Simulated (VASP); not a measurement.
# Ga2O3 (R-3c) in VASP: notebook

Ga2O3 is run at these levels: r2SCAN; tasks: single point.

Everything below comes from runs of VASP 6.6.1. Logs are shortened: lines on timing, memory, paths and dates and some standing lists are left out, and cuts for length are marked.

## Step 1: The cell of the first run

Symmetry: R-3c, No. 167, trigonal system. Conventional cell: a = 5.034 Å, b = 5.034 Å, c = 13.576 Å, α = 90.00°, β = 90.00°, γ = 120.00°. Within 2.6 Å of Ga (site symmetry 3) lie 6 O at 1.94 to 2.09 Å. Within 2.9 Å of O (site symmetry 2) lie 4 Ga at 1.94 to 2.09 Å and 8 O at 2.65 to 2.87 Å.

## Step 2: Single point, r2SCAN (strain +1.0%)

Input file POSCAR:

```
Ga2O3
1.0
    2.5171823415      1.4532959025      4.5254504599
   -2.5171823415      1.4532959025      4.5254504599
    0.0000000000     -2.9065918049      4.5254504599
Ga O
4 6
Direct
    0.8554260894      0.8554260894      0.8554260894
    0.3554260894      0.3554260894      0.3554260894
    0.1445739106      0.1445739106      0.1445739106
    0.6445739106      0.6445739106      0.6445739106
    0.4463666996      0.0536333004      0.7500000000
    0.0536333004      0.7500000000      0.4463666996
    0.5536333004      0.9463666996      0.2500000000
    0.2500000000      0.5536333004      0.9463666996
    0.9463666996      0.2500000000      0.5536333004
    0.7500000000      0.4463666996      0.0536333004
```

Input file INCAR.step1:

```
PREC = Accurate
ENCUT = 520
ISMEAR = 0
SIGMA = 0.01
LREAL = F
LASPH = T
NELM = 80
NBANDS = 55
GGA = PE
ALGO = Normal
EDIFF = 1E-4
LWAVE = T
LCHARG = F
```

Input file INCAR.step2:

```
PREC = Accurate
ENCUT = 520
EDIFF = 1E-6
ISMEAR = 0
SIGMA = 0.01
LREAL = F
LASPH = T
NELM = 80
ALGO = Normal
ISIF = 2
LWAVE = F
LCHARG = F
METAGGA = R2SCAN
LMIXTAU = T
NBANDS = 55
ISTART = 1
```

Input file KPOINTS:

```
regular mesh
0
Gamma
  6 6 6
```

Potentials or basis: VASP PAW PBE potentials, release 64 (Ga_d, O).

The run is started by

```bash
cat potpaw_PBE.64/Ga_d/POTCAR potpaw_PBE.64/O/POTCAR > POTCAR
cp INCAR.step1 INCAR
mpirun -np 1 vasp_std > vasp.out
cp INCAR.step2 INCAR
mpirun -np 1 vasp_std > vasp.out
```

OUTCAR:

```text
PREC = Accurate
   ENCUT = 520
   EDIFF = 1E-6
   ISMEAR = 0
   LREAL = F
   LASPH = T
   NELM = 80
   ISIF = 2
   METAGGA = R2SCAN
   ISTART = 1

 ion  position               nearest neighbor table
   1  0.855  0.855  0.855-   7 1.94   8 1.94   9 1.94   6 2.09   5 2.09  10 2.09   4 2.86
   2  0.355  0.355  0.355-   5 1.94   6 1.94  10 1.94   8 2.09   7 2.09   9 2.09   3 2.86
   3  0.145  0.145  0.145-   5 1.94  10 1.94   6 1.94   9 2.09   7 2.09   8 2.09   2 2.86
   4  0.645  0.645  0.645-   7 1.94   9 1.94   8 1.94  10 2.09   5 2.09   6 2.09   1 2.86
   5  0.446  0.054  0.750-   2 1.94   3 1.94   1 2.09   4 2.09
   6  0.054  0.750  0.446-   2 1.94   3 1.94   1 2.09   4 2.09
   7  0.554  0.946  0.250-   1 1.94   4 1.94   3 2.09   2 2.09
   8  0.250  0.554  0.946-   1 1.94   4 1.94   2 2.09   3 2.09
   9  0.946  0.250  0.554-   4 1.94   1 1.94   3 2.09   2 2.09
  10  0.750  0.446  0.054-   3 1.94   2 1.94   4 2.09   1 2.09

  LATTYP: Found a trigonal (rhomboedric) cell.
 ALAT       =     5.3784735553
 COS(alpha) =     0.5619322590

  Lattice vectors:

 A1 = (   2.5171823415,   1.4532959025,   4.5254504599)
 A2 = (  -2.5171823415,   1.4532959025,   4.5254504599)
 A3 = (   0.0000000000,  -2.9065918049,   4.5254504599)

Analysis of symmetry for initial positions (statically):
=====================================================================
 Subroutine PRICEL returns:
 Original cell was already a primitive cell.

 Routine SETGRP: Setting up the symmetry group for a
 trigonal (rhombohedral) supercell.

 Subroutine GETGRP returns: Found 12 space group operations
 (whereof  6 operations were pure point group operations)
 out of a pool of 12 trial point group operations.

The static configuration has the point symmetry S_6 .
 The point group associated with its full space group is D_3d.

Analysis of symmetry for dynamics (positions and initial velocities):
=====================================================================
 Subroutine PRICEL returns:
 Original cell was already a primitive cell.

 Routine SETGRP: Setting up the symmetry group for a
 trigonal (rhombohedral) supercell.

 Subroutine GETGRP returns: Found 12 space group operations
 (whereof  6 operations were pure point group operations)
 out of a pool of 12 trial point group operations.

The dynamic configuration has the point symmetry S_6 .
 The point group associated with its full space group is D_3d.

 Subroutine INISYM returns: Found 12 space group operations
 (whereof  6 operations are pure point group operations),
 and found     1 'primitive' translations

----------------------------------------------------------------------------------------

                                     Primitive cell

  volume of cell :      99.3303

  direct lattice vectors                    reciprocal lattice vectors
     2.517182341  1.453295903  4.525450460     0.198634796  0.114681853  0.073657493
    -2.517182341  1.453295903  4.525450460    -0.198634796  0.114681853  0.073657493
     0.000000000 -2.906591805  4.525450460     0.000000000 -0.229363705  0.073657493

  length of vectors
     5.378473555  5.378473555  5.378473555     0.240900676  0.240900676  0.240900676

  position of ions in fractional coordinates (direct lattice)
     0.855426089  0.855426089  0.855426089
     0.355426089  0.355426089  0.355426089
     0.144573911  0.144573911  0.144573911
     0.644573911  0.644573911  0.644573911
     0.446366700  0.053633300  0.750000000
     0.053633300  0.750000000  0.446366700
     0.553633300  0.946366700  0.250000000
     0.250000000  0.553633300  0.946366700
     0.946366700  0.250000000  0.553633300
     0.750000000  0.446366700  0.053633300

  ion indices of the primitive-cell ions
   primitive index   ion index
                 1           1
                 2           2
                 3           3
                 4           4
                 5           5
                 6           6
                 7           7
                 8           8
                 9           9
                10          10

----------------------------------------------------------------------------------------

 KPOINTS: regular mesh

Automatic generation of k-mesh.
 Grid dimensions read from file:
 generate k-points for:    6    6    6

 Generating k-lattice:

  Cartesian coordinates                     Fractional coordinates (reciprocal lattice)
     0.033105799  0.019113642  0.012276249     0.166666667  0.000000000  0.000000000
    -0.033105799  0.019113642  0.012276249     0.000000000  0.166666667  0.000000000
     0.000000000 -0.038227284  0.012276249     0.000000000  0.000000000  0.166666667

  Length of vectors
     0.040150113  0.040150113  0.040150113

  Shift w.r.t. Gamma in fractional coordinates (k-lattice)
     0.000000000  0.000000000  0.000000000

 Subroutine IBZKPT returns following result:
 ===========================================

 Found     32 irreducible k-points:

 Following reciprocal coordinates:
            Coordinates               Weight
  0.000000  0.000000  0.000000      1.000000
  0.166667 -0.000000  0.000000      6.000000
  0.333333  0.000000  0.000000      6.000000
  0.500000  0.000000  0.000000      3.000000
  0.166667  0.166667 -0.000000      6.000000
  0.333333  0.166667  0.000000     12.000000
[... 16 lines left out ...]
  0.500000  0.500000  0.166667      6.000000
 -0.333333  0.500000  0.166667     12.000000
 [... further k-points ...]
   k-points           NKPTS =     32   k-points in BZ     NKDIM =     32   number of bands    NBANDS=     55
   number of dos      NEDOS =    301   number of ions     NIONS =     10
   total plane-waves  NPLWV =  64000
   dimension x,y,z NGX =    40 NGY =   40 NGZ =   40
   dimension x,y,z NGXF=    80 NGYF=   80 NGZF=   80
   ions per type =               4   6
   NGX,Y,Z   is equivalent  to a cutoff of  12.36, 12.36, 12.36 a.u.
   NGXF,Y,Z  is equivalent  to a cutoff of  24.73, 24.73, 24.73 a.u.
 SYSTEM =  unknown system
   PREC   = accura    normal or accurate (medium, high low for compatibility)
   ISTART =      1    job   : 0-new  1-cont  2-samecut
   ICHARG =      0    charge: 1-file 2-atom 10-const
   ISPIN  =      1    spin polarized calculation?
   LNONCOLLINEAR =      F non collinear calculations
   LSORBIT =      F    spin-orbit coupling
   LASPH  =      T    aspherical Exc in radial PAW
   ENCUT  =  520.0 eV  38.22 Ry    6.18 a.u.  10.00 10.00 10.00*2*pi/ulx,y,z
   NELM   =     80;   NELMIN=  2; NELMDL=  0     # of ELM steps
   EDIFF  = 0.1E-05   stopping-criterion for ELM
   LREAL  =      F    real-space projection
   EDIFFG = 0.1E-04   stopping-criterion for IOM
   NSW    =      0    number of steps for IOM
   IBRION =     -1    ionic relax: 0-MD 1-quasi-New 2-CG
   NFREE  =      0    steps in history (QN), initial steepest desc. (CG)
   ISIF   =      2    stress and relaxation
   ISYM   =      2    0-nonsym 1-usesym 2-fastsym
   POTIM  = 0.5000    time-step for ionic-motion
   TEBEG  =    0.0;   TEEND  =   0.0 temperature during run
   PSTRESS=    0.0 pullay stress
   NELECT =      88.0000    total number of electrons
   NUPDOWN=      -1.0000    fix difference up-down
   EMIN   =  10.00;   EMAX   =-10.00  energy-range for DOS
   EFERMI =   0.00;   METHOD = LEGACY
   ISMEAR =     0;   SIGMA  =   0.01  broadening in eV -4-tet -1-fermi 0-gaus
   EFERMI_NEDOS =   21; number of points for ismear=-14 and -15
   IALGO  =     38    algorithm
   IMIX   =      4    mixing-type and parameters
     AMIX     =   0.40;   BMIX     =  1.00
     AMIX_MAG =   1.60;   BMIX_MAG =  1.00
  volume/ion in A,a.u.               =       9.93        67.03
  Fermi-wavevector in a.u.,A,eV,Ry     =   1.572323  2.971260 33.636322  2.472200
  Thomas-Fermi vector in A             =   2.673775
   LORBIT       =      0    0 simple, 1 ext, 2 COOP (PROOUT), +10 PAW based schemes
   METAGGA = R2SCAN    functional components
   LHFCALC =     F    Hartree Fock is set to
   AEXX    =    0.0000 exact exchange contribution
   IVDW    =     0    specifies the selected vdW correction
   LEPSILON=     F    determine dielectric tensor
   LRPA    =     F    only Hartree local field effects (RPA)
 non-spin polarized calculation
 Gauss-broadening in eV      SIGMA  =   0.01
  energy-cutoff  :      520.00
  volume of cell :       99.33
 maximum number of plane-waves:      2698
   NGX = 19   NGY = 19   NGZ = 19

 number of electron      87.9999997 magnetization

 Free energy of the ion-electron system (eV)
  ---------------------------------------------------
  ext. energy  EPLUGINS =         0.00000000
  ---------------------------------------------------
  free energy    TOTEN  =      -102.30228403 eV

  energy without entropy =     -102.30228403  energy(sigma->0) =     -102.30228403

 E-fermi :   3.8584     XC(G=0): -12.9735

 val. band max:        3.8122527317   @ k =  -0.1667   0.1667   0.0000
 cond. band min:       7.0254317661   @ k =   0.0000   0.0000   0.0000
 fundamental gap:      3.2131790343
 Fermi energy:         3.8584498121

 k-point     1 :       0.0000    0.0000    0.0000
  band No.  band energies     occupation
      1     -15.8777      2.00000
      2     -14.0042      2.00000
      3     -13.9979      2.00000
      4     -13.9979      2.00000
      5     -13.9737      2.00000
      6     -13.9737      2.00000
[... 47 lines left out ...]
     54      15.7022      0.00000
     55      16.8611      0.00000

 k-point     2 :       0.1667   -0.0000    0.0000
  band No.  band energies     occupation
      1     -15.7594      2.00000
      2     -14.1425      2.00000
      3     -14.0146      2.00000
      4     -14.0133      2.00000
      5     -13.9739      2.00000
      6     -13.9663      2.00000
[... 47 lines left out ...]
     54      16.3145      0.00000
     55      16.6686      0.00000
[... 1216 lines left out ...]
     54      16.7667      0.00000
     55      16.8744      0.00000

 k-point    24 :      -0.3333    0.5000    0.1667
  band No.  band energies     occupation
      1     -14.9109      2.00000
      2     -14.6205      2.00000
      3     -14.3405      2.00000
      4     -14.2186      2.00000
      5     -14.0062      2.00000
      6     -13.9560      2.00000
[... 47 lines left out ...]
     54      16.6010      0.00000
     55      16.9090      0.00000

 [... further k-points ...]

------------------------ aborting loop because EDIFF is reached ----------------------------------------

  FORCE on cell =-STRESS in cart. coord.  units (eV):
  Direction    XX          YY          ZZ          XY          YZ          ZX
  --------------------------------------------------------------------------------------
  -------------------------------------------------------------------------------------
  Total       -3.0979386     -3.0979386     -2.9785644     -0.0000000     -0.0000000      0.0000000
  in kB      -49.9691074    -49.9691074    -48.0436270     -0.0000000     -0.0000000      0.0000000
  external PRESSURE =     -49.3272806 kB  Pullay stress =       0.0000000 kB

 VOLUME and BASIS-vectors are now :
 -----------------------------------------------------------------------------
  energy-cutoff  :      520.00
  volume of cell :       99.33
      direct lattice vectors                 reciprocal lattice vectors
     2.517182341  1.453295903  4.525450460     0.198634796  0.114681853  0.073657493
    -2.517182341  1.453295903  4.525450460    -0.198634796  0.114681853  0.073657493
     0.000000000 -2.906591805  4.525450460     0.000000000 -0.229363705  0.073657493

 POSITION                                       TOTAL-FORCE (eV/Angst)
 -----------------------------------------------------------------------------------
      0.00000      0.00000     11.61357        -0.000000     -0.000000     -0.036651
      0.00000      0.00000      4.82539        -0.000000     -0.000000     -0.036651
      0.00000      0.00000      1.96279        -0.000000      0.000000      0.036651
      0.00000      0.00000      8.75096        -0.000000      0.000000      0.036651
      0.98858     -1.45330      5.65681         0.039414      0.000000     -0.000000
     -1.75288     -0.12949      5.65681        -0.019707     -0.034134     -0.000000
     -0.98858      1.45330      7.91954        -0.039414      0.000000     -0.000000
     -0.76430     -1.58278      7.91954         0.019707     -0.034134     -0.000000
      1.75288      0.12949      7.91954         0.019707      0.034134     -0.000000
      0.76430      1.58278      5.65681        -0.019707      0.034134     -0.000000
 -----------------------------------------------------------------------------------
    total drift:                               -0.000000     -0.000000     -0.000000

  FREE ENERGIE OF THE ION-ELECTRON SYSTEM (eV)
  ---------------------------------------------------
  free  energy   TOTEN  =      -102.3022840333 eV

  energy  without entropy=     -102.3022840333  energy(sigma->0) =     -102.30228403
```

Run time: 6.5 min. Hardware: 1 thread of Intel Xeon 6975P-C (Granite Rapids), shared host; peak memory 0.33 GiB.

What came out:

```
Free energy            : -102.3023 eV
Pressure               : -4.9 GPa
Largest force          : 0.039 eV/Å
Band gap on the k mesh : 3.21 eV (least direct gap 3.46 eV)
```

Forces in eV/Å, atoms in the order of the input:
```
Ga   0.000  0.000 -0.037
Ga   0.000  0.000 -0.037
Ga   0.000  0.000  0.037
Ga   0.000  0.000  0.037
O    0.039  0.000  0.000
O   -0.020 -0.034  0.000
O   -0.039  0.000  0.000
O    0.020 -0.034  0.000
O    0.020  0.034  0.000
O   -0.020  0.034  0.000
```

Stress tensor (GPa, compression positive):
```
-5.00  0.00  0.00
 0.00 -5.00  0.00
 0.00  0.00 -4.80
```

Levels at points of the mesh, in eV from the valence-band top:
| k point | band 42 | band 43 | band 44 | band 45 | band 46 | band 47 |
| --- | --- | --- | --- | --- | --- | --- |
| (0.00, 0.00, 0.00) | -0.31 | -0.24 | -0.24 | 3.21 | 7.20 | 7.44 |
| (0.50, 0.00, 0.00) | -0.96 | -0.15 | -0.15 | 6.89 | 6.89 | 7.25 |
| (0.50, 0.50, 0.00) | -0.69 | -0.26 | -0.14 | 7.02 | 7.23 | 8.14 |
| (0.50, 0.50, 0.50) | -0.29 | -0.29 | -0.29 | 6.32 | 6.32 | 8.42 |

Caveat: the cell differs from its parent crystal (strain +1.0%); the cell stands under tension; the PAW data sets were made with another functional, which shifts forces and pressure a little.

(Part 1 of 2 ends here.)
